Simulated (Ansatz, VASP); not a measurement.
# Ru2Se in VASP and in Ansatz

File INCAR:

```
SYSTEM = Ru2Se
PREC = Accurate
ENCUT = 600
EDIFF = 1E-6
ISMEAR = 0
SIGMA = 0.1
LREAL = .False.
LASPH = .True.
NELM = 100
ALGO = Normal
ISIF = 3
LWAVE = .False.
LCHARG = .False.
GGA = PE
IBRION = 2
NSW = 100
EDIFFG = -0.01
```

Contents of KPOINTS:

```
regular mesh
0
Gamma
  12 12 16
  0 0 0
```

File POSCAR:

```
Ru2Se
1.0
    4.2831555296      0.0000000000      0.0000000000
   -2.1415777648      3.7093214970      0.0000000000
    0.0000000000      0.0000000000      2.9788497202
Ru Se
2 1
Direct
    0.3333333333      0.6666666667      0.5000000000
    0.6666666667      0.3333333333      0.5000000000
    0.0000000000      0.0000000000      0.0000000000
```

Input for Ansatz:

```yaml
crystal:
  lattice:
    - [4.2831555296, 0.0, 0.0]
    - [-2.1415777648, 3.709321497, 0.0]
    - [0.0, 0.0, 2.9788497202]
  atoms:
    - { symbol: Ru, position: [0.3333333333, 0.6666666667, 0.5] }
    - { symbol: Ru, position: [0.6666666667, 0.3333333333, 0.5] }
    - { symbol: Se, position: [0.0, 0.0, 0.0] }
basis:
  ecutwfc: 420
kpoints:
  mp_grid: { grid: [12, 12, 16] }
hamiltonian:
  xc: pbe
scf:
  occupations: { method: gaussian, width: 0.1 }
output:
  forces: true
  stress: true
  eigenvalues: true
relax:
  adjacent_minimum: "off"
  f_tol: 0.01
  max_steps: 80
  cell: { stress_tol: 0.05 }
```

Alike in both runs: task relaxation of cell and atoms; functional PBE; k mesh 12 × 12 × 16; occupations gaussian, width 0.1 eV; no spin polarisation.

|  | VASP | Ansatz |
| --- | --- | --- |
| version | VASP 6.6.1 | Ansatz 0.2.0 |
| potentials or method | VASP PAW PBE potentials, release 64 (Ru_pv, Se), cutoff 600 eV | scalar-relativistic, plane waves, PAW |
| valence electrons in the cell | 34 | 48 |

|  | VASP | Ansatz | Ansatz less VASP |
| --- | --- | --- | --- |
| gap on the k mesh at the Fermi level, each at its own relaxed structure (eV) | none | none | - |
| relaxed volume (Å³/atom) | 15.72 | 15.71 | -0.006 |
| relaxed length of the cell vector where the two differ most in proportion (Å) | 4.281 | 4.280 | -0.0011 |

A gap of «none» marks a metal or a gap that the smearing closes. VASP's potentials hold 34 valence electrons a cell and Ansatz's 48, so a difference there can come from the potentials and not from the codes.
